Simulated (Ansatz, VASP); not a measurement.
## Two plane-wave programs on NiO

```
CELL_PARAMETERS angstrom
0.00000 2.05226 2.05226
2.05226 0.00000 2.05226
2.05226 2.05226 0.00000
ATOMIC_POSITIONS crystal
Ni 0.00000 0.00000 0.00000
O 0.50000 0.50000 0.50000
```

Change from the starting cell: volume scaled by 0.94, ions relaxed.

Alike in both runs: functional PBE; k mesh 19 × 19 × 19; occupations fermi-dirac, width 0.05 eV; collinear spin.

Ansatz relaxed the structure, and its values are those at the end. VASP's run is a single point on that final structure, the one shown.

|  | VASP | Ansatz |
| --- | --- | --- |
| version | VASP 6.6.1 | Ansatz 0.2.0 |
| potentials or method | VASP PAW PBE potentials, release 64 (Ni, O) | plane-wave PAW, scalar-relativistic |
| plane-wave cutoff (eV) | 520 | 420 |
| valence electrons in the cell | 16 | 24 |

|  | VASP | Ansatz | Ansatz less VASP |
| --- | --- | --- | --- |
| pressure (GPa) | 15.3 | 15.8 | +0.41 |
| net moment per atom (μB) | 0.76 | 0.79 | +0.022 |
| size of the moment on the site where the two differ most (μB) | 0.22 | 0.24 | +0.020 |

Site moments also hang on the region over which each program counts them. The functional is the same, so the differences come from potentials, cutoffs and numerics. VASP's potentials hold 16 valence electrons a cell and Ansatz's 24, so a difference there can come from the potentials and not from the codes. Ansatz's warnings: stress scf threshold loose.
